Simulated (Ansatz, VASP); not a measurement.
## SiC: VASP beside Ansatz

```xyz
4
Lattice="3.0752 0.0000 0.0000 -1.5376 2.6632 0.0000 0.0000 0.0000 5.4520" Properties=species:S:1:pos:R:3 pbc="T T T"
Si    0.0000    1.7755    0.0251
Si    1.5376    0.8877    2.7511
C     0.0000    1.7755    2.0739
C     1.5376    0.8877    4.7999
```

Change from the starting cell: strain +0.000 along x and y, +0.080 along z, atoms carried along.

Alike in both runs: task single point; functional r2SCAN; k mesh 12 × 12 × 6; occupations gaussian, width 0.05 eV; no spin polarisation.

|  | VASP | Ansatz |
| --- | --- | --- |
| version | VASP 6.6.1 | Ansatz 0.2.0 |
| potentials or method | VASP PAW PBE potentials, release 64 (Si, C), cutoff 520 eV | scalar-relativistic, plane waves, PAW |
| valence electrons in the cell | 16 | 16 |

Ansatz gave:

```
gap on the k mesh at the Fermi level (eV)                     : 2.49
least direct gap on the mesh (eV)                             : 4.23
pressure (GPa)                                                : -13.3
traceless stress, the component that is largest in VASP (GPa) : -22.82
rms of the force components (eV/Å)                            : 0.052
```

Task: Which values does VASP return?

Result: gap on the k mesh at the Fermi level (eV): 2.49; least direct gap on the mesh (eV): 4.24; pressure (GPa): -13.4; traceless stress, the component that is largest in VASP (GPa): -22.96; rms of the force components (eV/Å): 0.051.

VASP's potentials were made for PBE, not for r2SCAN. Atom by atom the forces differ by 0.001 eV/Å (rms over components).
